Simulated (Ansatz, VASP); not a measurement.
BaS: VASP beside Ansatz

The input INCAR:

```
PREC     = Accurate       # precision mode
ENCUT    = 520            # plane-wave cutoff, eV
EDIFF    = 1E-6           # SCF threshold, eV
ISMEAR   = -1             # smearing method
SIGMA    = 0.02           # smearing width, eV
LREAL    = F              # projectors in reciprocal space
LASPH    = T              # aspherical terms in the spheres
NELM     = 100            # most SCF steps
ALGO     = Normal         # electronic algorithm
ISIF     = 2              # what is computed and relaxed
LWAVE    = F              # write WAVECAR
LCHARG   = F              # write CHGCAR
GGA      = PE             # functional
NBANDS   = 15             # bands
```

Contents of KPOINTS:

```
Automatic mesh
0
Gamma
  6 6 6
```

POSCAR

```
BaS
1.0
    3.8337582654      0.0000000000      0.0000000000
    0.0000000000      3.8337582654      0.0000000000
    0.0000000000      0.0000000000      3.9541382749
Ba S
1 1
Direct
    0.0000000000      0.0000000000      0.0000000000
    0.5000000000      0.5000000000      0.5000000000
```

Input for Ansatz:

```yaml
crystal:
  lattice:
    - [3.8337582654, 0.0, 0.0]
    - [0.0, 3.8337582654, 0.0]
    - [0.0, 0.0, 3.9541382749]
  atoms:
    - { symbol: Ba, position: [0.0, 0.0, 0.0] }
    - { symbol: S, position: [0.5, 0.5, 0.5] }
kpoints:
  mp_grid: { grid: [6, 6, 6] }
  band_path:
    path: [[0.0, 0.0, 0.0], [0.0, 0.5, 0.0], [0.5, 0.5, 0.0], [0.5, 0.5, 0.5]]
    npoints: 1
hamiltonian:
  xc: pbe
scf:
  occupations: { method: fermi_dirac, width: 0.02 }
  n_extra_bands: 4
output:
  forces: true
  stress: true
  eigenvalues: true
```

Change from the starting cell: uniaxial_z strain +3.1%.

Alike in both runs: task single point; functional PBE; k mesh 6 × 6 × 6; occupations fermi-dirac, width 0.02 eV; no spin polarisation.

```csv
,VASP,Ansatz
version,VASP 6.6.1,Ansatz 0.2.0
potentials or method,"VASP PAW PBE potentials, release 64 (Ba_sv, S)","plane waves, PAW"
plane-wave cutoff (eV),520,420
valence electrons in the cell,16,16
```

Ansatz gave:

```
gap on the k mesh at the Fermi level (eV)                     : 1.50
pressure (GPa)                                                : -1.1
traceless stress, the component that is largest in VASP (GPa) : -2.22
```

Question: What did VASP give for the same quantities?

Answer: gap on the k mesh at the Fermi level (eV): 1.39; pressure (GPa): -0.3; traceless stress, the component that is largest in VASP (GPa): -2.24.

Neither program's run includes spin-orbit coupling.
